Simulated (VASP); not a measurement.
Input of a VASP 6.6.1 run:

File POSCAR:

```
BiTe
1.0
    0.0000000000      3.1981643964      3.1981643964
    3.1981643964      0.0000000000      3.1981643964
    3.1981643964      3.1981643964      0.0000000000
Bi Te
1 1
Direct
    0.0000000000      0.0000000000      0.0000000000
    0.5000000000      0.5000000000      0.5000000000
```

The input INCAR.step1:

```
SYSTEM = BiTe
ALGO = Normal
EDIFF = 1E-4
ENCUT = 520
GGA = PE
ISMEAR = -1
LASPH = .TRUE.
LCHARG = .FALSE.
LREAL = .FALSE.
LWAVE = .TRUE.
NBANDS = 18
NELM = 60
PREC = Accurate
SIGMA = 0.05
```

The input INCAR.step2:

```
SYSTEM = BiTe
ALGO = Normal
EDIFF = 1E-8
ENCUT = 520
ISIF = 2
ISMEAR = -1
ISTART = 1
LASPH = .TRUE.
LCHARG = .FALSE.
LEFG = .TRUE.
LMIXTAU = .TRUE.
LREAL = .FALSE.
LWAVE = .FALSE.
METAGGA = R2SCAN
NBANDS = 18
NELM = 60
PREC = Accurate
SIGMA = 0.05
```

KPOINTS

```
k-points
0
G
  10 10 10
  0 0 0
```

Potentials or basis: VASP PAW PBE potentials, release 64 (Bi_d, Te).

Command:

```console
$ cat potpaw_PBE.64/Bi_d/POTCAR potpaw_PBE.64/Te/POTCAR > POTCAR
$ cp INCAR.step1 INCAR
$ mpirun -np 1 vasp_std > vasp.out
$ cp INCAR.step2 INCAR
$ mpirun -np 1 vasp_std > vasp.out
```

Task: What does it give for the band gap on the k mesh?

Result: Zero (an odd number of electrons rules out a gap without spin polarisation).

Task: Estimate the pressure.

Result: 1.9 GPa.

Caveat: the PAW data sets were made with another functional, which shifts forces and pressure a little; spin-orbit coupling is left out, which moves the levels of the heavy elements.
